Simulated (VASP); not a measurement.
Input of a VASP 6.6.1 run:

The input INCAR:

```
  ALGO = Normal
  EDIFF = 1E-8
  ENCUT = 520
  GGA = PS
  ISIF = 2
  ISMEAR = -1
  LASPH = T
  LCHARG = F
  LEFG = T
  LREAL = F
  LWAVE = F
  NBANDS = 8
  NELM = 80
  PREC = Accurate
  SIGMA = 0.05
```

Contents of KPOINTS:

```
k-points
0
Gamma
  13 13 13
```

File POSCAR:

```
Sb
1.0
    3.2548000000      0.0000000000      0.0000000000
    0.0000000000      3.2548000000      0.0000000000
    0.0000000000      0.0000000000      3.1600000000
Sb
1
Direct
    0.0000000000      0.0000000000      0.0000000000
```

Potentials or basis: VASP PAW PBE potentials, release 64 (Sb).

Run with:

```sh
$ cat potpaw_PBE.64/Sb/POTCAR > POTCAR
$ mpirun -np 1 vasp_std > vasp.out
```

(1) Predict the pressure.

Results:

(1) -6.8 GPa.

Caveat: the cell differs from its parent crystal (equal xx and yy strain of +3 %); without QUAD_EFG the Cq values of the log hold for a quadrupole moment of 1 mb, not for the nuclei; the PAW data sets were made with another functional, which shifts forces and pressure a little.
